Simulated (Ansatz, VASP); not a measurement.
## Two plane-wave programs on TiSn2Te3

```
Ti Sn Te
1.0
     7.85195    0.00000    0.00000
    -3.92597    6.79999    0.00000
     0.00000    0.00000    4.01095
Ti Sn Te
1 2 3
Direct
  0.00000 0.00000 0.00000
  0.33333 0.66667 0.00000
  0.66667 0.33333 0.00000
  0.50000 0.00000 0.50000
  0.50000 0.50000 0.50000
  0.00000 0.50000 0.50000
```

Change from the starting cell: species swapped into the EuB2Rh3 type (P6/mmm, No. 191).

Alike in both runs: task single point; functional PBE; k mesh 3 × 3 × 4; occupations gaussian, width 0.1 eV; collinear spin.

|  | VASP | Ansatz |
| --- | --- | --- |
| version | VASP 6.6.1 | Ansatz 0.2.0 |
| potentials or method | VASP PAW PBE potentials, release 64 (Ti_sv, Sn_d, Te), cutoff 520 eV | scalar-relativistic, plane waves, PAW |
| valence electrons in the cell | 58 | 88 |

|  | VASP | Ansatz | Ansatz less VASP |
| --- | --- | --- | --- |
| gap on the k mesh at the Fermi level (eV) | none | none | - |
| pressure (GPa) | 0.9 | 0.9 | +0.02 |
| traceless stress, the component that is largest in VASP (GPa) | 1.12 | 1.11 | -0.004 |
| net moment per atom (μB) | 0.48 | 0.48 | -0.002 |
| size of the moment on the site where the two differ most (μB) | 2.04 | 2.58 | +0.538 |

Site moments also hang on the region over which each program counts them. A gap of «none» marks a metal or a gap that the smearing closes. VASP's potentials hold 58 valence electrons a cell and Ansatz's 88, so a difference there can come from the potentials and not from the codes.

The k mesh is coarse, so the values compare programs but aren't converged. Neither program's run includes spin-orbit coupling.
